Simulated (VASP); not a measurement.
Input of a VASP 6.6.1 run:

File INCAR:

```
SYSTEM = B2P3
  ALGO = Normal
  EDIFF = 1E-6
  EDIFFG = -0.04
  ENCUT = 600
  GGA = PE
  IBRION = 2
  ISIF = 3
  ISMEAR = 0
  LASPH = .TRUE.
  LCHARG = .FALSE.
  LREAL = .FALSE.
  LWAVE = .FALSE.
  NELM = 60
  NSW = 90
  PREC = Accurate
  SIGMA = 0.1
```

File KPOINTS:

```
k-points
0
G
  6 6 4
  0 0 0
```

Contents of POSCAR:

```
B2P3
1.0
    3.7195449600      0.0000000000      0.0000000000
   -1.8597724800      3.2212204300      0.0000000000
    0.0000000000      0.0000000000      5.7835083900
B P
2 3
Direct
    0.6666666700      0.3333333300      0.7537643300
    0.3333333300      0.6666666700      0.2462356700
    0.6666666700      0.3333333300      0.3541093500
    0.3333333300      0.6666666700      0.6458906500
    0.0000000000      0.0000000000      0.0000000000
```

Potentials or basis: VASP PAW PBE potentials, release 64 (B, P).

Command:

```sh
$ cat potpaw_PBE.64/B/POTCAR potpaw_PBE.64/P/POTCAR > POTCAR
$ mpirun -np 1 vasp_std > vasp.out
```

(1) Estimate the band gap on the k mesh.

(2) Estimate the relaxed cell.

## Answers

(1) zero (an odd number of electrons rules out a gap without spin polarisation).

(2) a = 3.155 Å, b = 3.155 Å, c = 7.714 Å, α = 90.00°, β = 90.00°, γ = 120.00°.

Caveat: a cell axis changed by over 15 % at a fixed basis, so the end point is rough.
